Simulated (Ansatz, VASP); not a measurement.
**Two plane-wave programs on PbS**

```xyz
2
Lattice="0.0000 3.1067 2.9575 3.1067 0.0000 2.9575 3.1067 3.1067 0.0000" Properties=species:S:1:pos:R:3 pbc="T T T"
Pb    0.0000    0.0000    0.0000
S     3.1067    3.1067    2.9575
```

Change from the starting cell: epitaxial_xy strain +4.0%.

Alike in both runs: task single point; functional PBE; k mesh 8 × 8 × 8; occupations fermi-dirac, width 0.02 eV; no spin polarisation.

|  | VASP | Ansatz |
| --- | --- | --- |
| version | VASP 6.6.1 | Ansatz 0.2.0 |
| potentials or method | VASP PAW PBE potentials, release 64 (Pb_d, S) | plane waves, PAW |
| plane-wave cutoff (eV) | 520 | 420 |
| valence electrons in the cell | 20 | 20 |

```tsv
	VASP	Ansatz	Ansatz less VASP
pressure (GPa)	-2.2	-2.1	+0.07
traceless stress, the component that is largest in VASP (GPa)	3.02	3.02	-0.004
```

The functional is the same, so the differences come from potentials, cutoffs and numerics.

Spin-orbit coupling is off throughout.
